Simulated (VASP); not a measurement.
Input of a VASP 6.6.1 run:

File INCAR:

```
SYSTEM = SiSe
  ALGO = Normal
  EDIFF = 1E-6
  EDIFFG = -0.04
  ENCUT = 600
  GGA = PE
  IBRION = 2
  ISIF = 3
  ISMEAR = 0
  LASPH = .TRUE.
  LCHARG = .FALSE.
  LREAL = .FALSE.
  LWAVE = .FALSE.
  NELM = 80
  NSW = 90
  PREC = Accurate
  SIGMA = 0.1
```

KPOINTS

```
k-points
0
G
  6 6 6
  0 0 0
```

The input POSCAR:

```
SiSe
1.0
    3.4941579800      0.0000000000      0.0000000000
   -1.7470789900      3.0260295800      0.0000000000
    0.0000000000      0.0000000000      3.3659443400
Si Se
1 1
Direct
    0.6666666700      0.3333333300      0.5000000000
    0.0000000000      0.0000000000      0.0000000000
```

Potentials or basis: VASP PAW PBE potentials, release 64 (Si, Se).

The run is started by

```sh
$ cat potpaw_PBE.64/Si/POTCAR potpaw_PBE.64/Se/POTCAR > POTCAR
$ mpirun -np 1 vasp_std > vasp.out
```

(1) Predict the relaxed volume.

(2) Estimate the relaxed cell.

Answers

(1) 20.23 Å³/atom.

(2) a = 3.604 Å, b = 3.604 Å, c = 3.596 Å, α = 90.00°, β = 90.00°, γ = 120.00°.
